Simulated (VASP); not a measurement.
A run of VASP 6.6.1 is set up as follows.

The input INCAR:

```
PREC = Accurate
ENCUT = 520
EDIFF = 1E-7
ISMEAR = 0
SIGMA = 0.01
LREAL = Auto
LASPH = T
NELM = 100
ALGO = Normal
ISIF = 2
LWAVE = F
LCHARG = T
GGA = PE
LELF = T
LVHAR = T
NBANDS = 238
```

Contents of KPOINTS:

```
Automatic mesh
0
Gamma
  2 2 2
  0.5 0.5 0.5
```

POSCAR

```
SnO2
1.0
   -4.8274195328     -4.8274195328      6.4761384858
   -4.8274195328      4.8274195328     -6.4761384858
    4.8274195328     -4.8274195328     -6.4761384858
Sn O
16 32
Direct
    0.5000000000      0.0000000000      0.5000000000
    0.5000000000      0.7500000000      0.2500000000
    0.5000000000      0.5000000000      0.0000000000
    0.5000000000      0.2500000000      0.7500000000
    0.0000000000      0.0000000000      0.0000000000
    0.0000000000      0.7500000000      0.7500000000
    0.0000000000      0.5000000000      0.5000000000
    0.0000000000      0.2500000000      0.2500000000
    0.0000000000      0.3750000000      0.8750000000
    0.0000000000      0.1250000000      0.6250000000
    0.0000000000      0.8750000000      0.3750000000
    0.0000000000      0.6250000000      0.1250000000
    0.5000000000      0.3750000000      0.3750000000
    0.5000000000      0.1250000000      0.1250000000
    0.5000000000      0.8750000000      0.8750000000
    0.5000000000      0.6250000000      0.6250000000
    0.1934557300      0.3467278650      0.8467278650
    0.1934557300      0.0967278650      0.5967278650
    0.1934557300      0.8467278650      0.3467278650
    0.1934557300      0.5967278650      0.0967278650
    0.6934557300      0.3467278650      0.3467278650
    0.6934557300      0.0967278650      0.0967278650
    0.6934557300      0.8467278650      0.8467278650
    0.6934557300      0.5967278650      0.5967278650
    0.0000000000      0.5282721350      0.7217278650
    0.0000000000      0.2782721350      0.4717278650
    0.0000000000      0.0282721350      0.2217278650
    0.0000000000      0.7782721350      0.9717278650
    0.5000000000      0.5282721350      0.2217278650
    0.5000000000      0.2782721350      0.9717278650
    0.5000000000      0.0282721350      0.7217278650
    0.5000000000      0.7782721350      0.4717278650
    0.8065442700      0.4032721350      0.9032721350
    0.8065442700      0.1532721350      0.6532721350
    0.8065442700      0.9032721350      0.4032721350
    0.8065442700      0.6532721350      0.1532721350
    0.3065442700      0.4032721350      0.4032721350
    0.3065442700      0.1532721350      0.1532721350
    0.3065442700      0.9032721350      0.9032721350
    0.3065442700      0.6532721350      0.6532721350
    0.0000000000      0.2217278650      0.0282721350
    0.0000000000      0.9717278650      0.7782721350
    0.0000000000      0.7217278650      0.5282721350
    0.0000000000      0.4717278650      0.2782721350
    0.5000000000      0.2217278650      0.5282721350
    0.5000000000      0.9717278650      0.2782721350
    0.5000000000      0.7217278650      0.0282721350
    0.5000000000      0.4717278650      0.7782721350
```

Potentials or basis: VASP PAW PBE potentials, release 64 (Sn_d, O).

The run is started by

```console
$ cat potpaw_PBE.64/Sn_d/POTCAR potpaw_PBE.64/O/POTCAR > POTCAR
$ mpirun -np 1 vasp_std > vasp.out
```

Question: What does it give for the pressure?

Answer: 0.6 GPa.

Question: Predict the largest force.

Answer: 0.012 eV/Å.

Stress tensor (GPa, compression positive):
```
0.50 0.00 0.00
0.00 0.50 0.00
0.00 0.00 0.79
```
